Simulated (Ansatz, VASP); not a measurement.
Given: the input of a run of Ansatz 0.2.0 on H.

The input input.yaml:

```yaml
crystal:
  lattice:
    - [3.1559298, 0.0, 0.0]
    - [-0.4706259817, 3.1206416148, 0.0]
    - [-1.3426519094, -1.5603208076, 2.3921909895]
  atoms:
    - { symbol: H, position: [0.040807, 0.116332, 0.997172] }
    - { symbol: H, position: [0.89139, 0.929517, 0.962259] }
hamiltonian:
  xc: pbesol
  pseudopotentials: { kind: paw }
kpoints:
  mp_grid: { grid: [10, 10, 11] }
scf:
  occupations: { method: gaussian, width: 0.1 }
output:
  forces: true
  stress: true
  eigenvalues: true
relax:
  f_tol: 0.01
  max_steps: 40
  cell: { stress_tol: 0.05 }
```

Potentials or basis: Ansatz PAW.

Launch:

```sh
$ ansatz run input.yaml --threads 1 --pin off --max-ram 3584MiB --backend cpu --events-out ev --progress --plain --runs-dir out
```

Translate it to VASP 6.6.1. Potentials there: VASP PAW PBE potentials, release 64 (H).

As run (the cutoff follows the program's own potentials):

Contents of INCAR:

```
PREC = Accurate ; ENCUT = 600
EDIFF = 1E-7 ; ISMEAR = 0
SIGMA = 0.1 ; LREAL = F
LASPH = T ; NELM = 80
ALGO = Normal ; ISIF = 3
LWAVE = F ; LCHARG = F
GGA = PS ; IBRION = 2
NSW = 60 ; EDIFFG = -0.01
```

The input KPOINTS:

```
Automatic mesh
0
Gamma
  10 10 11
```

The input POSCAR:

```
H
1.0
    3.1559298000      0.0000000000      0.0000000000
   -0.4706259817      3.1206416148      0.0000000000
   -1.3426519094     -1.5603208076      2.3921909895
H
2
Direct
    0.0408070000      0.1163320000      0.9971720000
    0.8913900000      0.9295170000      0.9622590000
```

Potentials or basis: VASP PAW PBE potentials, release 64 (H).

Run with:

```console
$ cat potpaw_PBE.64/H/POTCAR > POTCAR
$ mpirun -np 1 vasp_std > vasp.out
```

Both were run:

|  | VASP | Ansatz | Ansatz less VASP |
| --- | --- | --- | --- |
| gap on the k mesh at the Fermi level, each at its own relaxed structure (eV) | 8.25 | 8.91 | +0.659 |
| relaxed volume (Å³/atom) | 11.96 | 13.92 | +1.961 |
| relaxed cell length with the largest relative difference (Å) | 3.172 | 3.349 | +0.1769 |

VASP's potentials were made for PBE, not for PBEsol. One of these differences is far larger than is usual between the two programs; its cause wasn't traced.

Noted on Ansatz's run: the volume moved by over 15 % at a fixed basis, so the end points are rough; odd divisions of the mesh miss points on the zone boundary, where band edges often lie, so the gap on the mesh can be too wide; the plane-wave basis is chosen anew once the cell has moved, so the energies of steps on either side of that aren't comparable.
